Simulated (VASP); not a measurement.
Ti2Al6H: single point with PBE+D3(BJ)

Ti2Al6H, a slab with vacuum:

```
Al Ti H
1.0
     5.02419    0.00000    0.00000
     2.15888    4.53670    0.00000
     0.00000    0.00000   21.11871
Al Ti H
6 2 1
Cartesian
  2.5121 0.0000 4.0000
  1.0794 2.2684 4.0000
  0.0000 0.0000 5.3414
  1.0794 2.2684 6.7763
  2.5121 0.0000 6.7763
  3.5915 2.2684 8.1187
  3.5915 2.2684 5.3414
  0.0000 0.0000 8.0568
  5.9859 3.7806 11.1187
```

```json
{
 "Program": "VASP 6.6.1",
 "Task": "single point",
 "Functional": "PBE",
 "Dispersion": "D3(BJ)",
 "Potentials or basis": "VASP PAW PBE potentials, release 64 (Al, Ti_sv, H)",
 "Cutoff": "520 eV",
 "k mesh": "6 × 6 × 1",
 "Occupations": "gaussian, width 0.1 eV",
 "Spin": "no spin polarisation",
 "Dipole correction": "yes",
 "Further INCAR settings": "ALGO = Normal; EDIFF = 1e-07; NBANDS = 32"
}
```

```
Largest force              : 0.942 eV/Å
Dispersion energy per atom : -0.225 eV
```

Forces in eV/Å, atoms in the order of the input:
```
Al   0.003  0.006  0.494
Al   0.007  0.000  0.494
Al   0.007  0.005 -0.563
Al   0.027  0.010 -0.043
Al   0.021  0.020 -0.043
Al  -0.042 -0.027  0.222
Ti   0.017  0.011 -0.525
Ti  -0.226 -0.143  0.880
H    0.186  0.118 -0.916
```

Levels at points of the mesh, in eV from the Fermi level:
| k point | band 20 | band 21 | band 22 | band 23 | band 24 | band 25 |
| --- | --- | --- | --- | --- | --- | --- |
| (0.00, 0.00, 0.00) | -0.93 | -0.44 | -0.19 | -0.15 | 0.68 | 0.93 |
| (0.50, 0.00, 0.00) | -0.26 | -0.09 | -0.02 | 0.30 | 0.79 | 1.00 |
| (0.50, 0.50, 0.00) | -0.16 | 0.22 | 0.35 | 0.55 | 0.58 | 0.67 |

It took 9 min on 1 thread of Intel(R) Xeon(R) Platinum 8259CL CPU @ 2.50GHz (Skylake/Cascade Lake) (shared host), peak memory 0.63 GiB.
